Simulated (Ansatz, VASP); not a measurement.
## Two plane-wave programs on Si4BW

```
CELL_PARAMETERS angstrom
3.75322 0.00000 0.00000
0.00000 3.75322 0.00000
0.00000 0.00000 5.93228
ATOMIC_POSITIONS crystal
Si 0.50000 0.00000 0.71226
Si 0.00000 0.50000 0.28774
Si 0.50000 0.00000 0.28774
Si 0.00000 0.50000 0.71226
B 0.50000 0.50000 0.50000
W 0.00000 0.00000 0.00000
```

Change from the starting cell: species swapped into the Mg4SiGe type (P4/mmm, No. 123).

Alike in both runs: functional PBE; k mesh 6 × 6 × 4; occupations gaussian, width 0.1 eV; no spin polarisation.

Ansatz relaxed the structure, and its values are those at the end. VASP's run is a single point on that final structure, the one shown.

|  | VASP | Ansatz |
| --- | --- | --- |
| version | VASP 6.6.1 | Ansatz 0.2.0 |
| potentials or method | VASP PAW PBE potentials, release 64 (Si, B, W_sv), cutoff 520 eV | scalar-relativistic, plane waves, PAW |
| valence electrons in the cell | 33 | 33 |

|  | VASP | Ansatz | Ansatz less VASP |
| --- | --- | --- | --- |
| gap on the k mesh at the Fermi level (eV) | none | none | - |
| pressure (GPa) | 0.0 | 0.0 | +0.03 |

A gap of «none» marks a metal or a gap that the smearing closes.

Neither program's run includes spin-orbit coupling.
